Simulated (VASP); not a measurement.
# CsPbBr3: single point with PBE

Crystal: CsPbBr3.

```xyz
5
Lattice="6.0024 0.0000 0.0000 0.0000 6.0024 0.0000 0.0000 0.0000 6.0024" Properties=species:S:1:pos:R:3 pbc="T T T"
Cs    0.0000    0.0000    0.0000
Pb    3.0012    3.0012    3.0012
Br    3.0012    3.0012    0.0000
Br    3.0012    0.0000    3.0012
Br    0.0000    3.0012    3.0012
```

This cell differs from its parent crystal: strain +1.0%.

* Program: VASP 6.6.1
* Task: single point
* Functional: PBE
* Potentials or basis: VASP PAW PBE potentials, release 64 (Cs_sv, Pb_d, Br)
* Cutoff: 520 eV
* k mesh: 4 × 4 × 4
* Occupations: fermi-dirac, width 0.02 eV
* Spin: no spin polarisation

| Property | Result |
| --- | --- |
| Pressure | 0.1 GPa |
| Band gap on the k mesh | 1.78 eV |

Levels at points of the mesh, in eV from the valence-band top:
| k point | band 20 | band 21 | band 22 | band 23 | band 24 | band 25 |
| --- | --- | --- | --- | --- | --- | --- |
| (0.00, 0.00, 0.00) | -1.64 | -1.64 | -1.64 | 3.30 | 4.50 | 4.50 |
| (0.50, 0.00, 0.00) | -1.72 | -1.72 | -1.21 | 2.69 | 4.68 | 5.30 |
| (0.50, 0.50, 0.00) | -1.90 | -1.31 | -0.60 | 2.27 | 2.27 | 4.92 |
| (0.50, 0.50, 0.50) | -1.30 | -1.30 | 0.00 | 1.78 | 1.78 | 1.78 |

Wall time 2.2 min on 1 thread of Intel Xeon 8259CL, with other jobs on the host, peak memory 0.35 GiB.

Caveat: the cell differs from its parent crystal (strain +1.0%); spin-orbit coupling is left out, which moves the levels of the heavy elements. A k mesh can miss the band edges.
